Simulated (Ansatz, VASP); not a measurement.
## One calculation of SnSe, two programs

Contents of POSCAR:

```
SnSe
1.0
   -4.2853274191      0.0000000000      0.0000000000
    0.0000000000     -4.2853274191      0.0000000000
    0.0000000000      0.0000000000     10.6906921300
Sn Se
2 2
Direct
    0.5000000000      0.0000000000      0.3826745266
    0.0000000000      0.5000000000      0.6453872674
    0.5000000000      0.0000000000      0.6333266632
    0.0000000000      0.5000000000      0.3947351307
```

Contents of INCAR.step1:

```
  ALGO = Normal
  EDIFF = 1E-4
  ENCUT = 520
  GGA = PE
  ISMEAR = 0
  LASPH = True
  LCHARG = False
  LREAL = False
  LWAVE = True
  NBANDS = 28
  NELM = 80
  PREC = Accurate
  SIGMA = 0.05
```

The input INCAR.step2:

```
  ALGO = Normal
  EDIFF = 1E-7
  ENCUT = 520
  ISIF = 2
  ISMEAR = 0
  ISTART = 1
  LASPH = True
  LCHARG = True
  LELF = True
  LMIXTAU = True
  LREAL = False
  LVHAR = True
  LWAVE = False
  METAGGA = R2SCAN
  NBANDS = 28
  NELM = 80
  PREC = Accurate
  SIGMA = 0.05
```

File KPOINTS:

```
k-points
0
Gamma
  6 6 3
```

Input for Ansatz:

```yaml
crystal:
  lattice:
    - [-4.2853274191, 0.0, 0.0]
    - [0.0, -4.2853274191, 0.0]
    - [0.0, 0.0, 10.69069213]
  atoms:
    - { symbol: Sn, position: [0.5, 0.0, 0.3826745266] }
    - { symbol: Sn, position: [0.0, 0.5, 0.6453872674] }
    - { symbol: Se, position: [0.5, 0.0, 0.6333266632] }
    - { symbol: Se, position: [0.0, 0.5, 0.3947351307] }
basis:
  ecutwfc: 500
kpoints:
  mp_grid: { grid: [6, 6, 3] }
hamiltonian:
  xc: r2scan
scf:
  occupations: { method: gaussian, width: 0.05 }
output:
  forces: true
  stress: true
  eigenvalues: true
```

Alike in both runs: task single point; functional r2SCAN; k mesh 6 × 6 × 3; occupations gaussian, width 0.05 eV; no spin polarisation.

|  | VASP | Ansatz |
| --- | --- | --- |
| version | VASP 6.6.1 | Ansatz 0.2.0 |
| potentials or method | VASP PAW PBE potentials, release 64 (Sn_d, Se), cutoff 520 eV | scalar-relativistic, plane waves, PAW |
| valence electrons in the cell | 40 | 60 |

|  | VASP | Ansatz | Ansatz less VASP |
| --- | --- | --- | --- |
| gap on the k mesh at the Fermi level (eV) | 1.77 | 1.78 | +0.006 |
| least direct gap on the mesh (eV) | 1.77 | 1.78 | +0.006 |
| rms of the force components (eV/Å) | 0.007 | 0.006 | -0.0010 |

VASP's potentials were made for PBE, not for r2SCAN. Atom by atom the forces differ by 0.008 eV/Å (rms over components). VASP's potentials hold 40 valence electrons a cell and Ansatz's 60, so a difference there can come from the potentials and not from the codes.
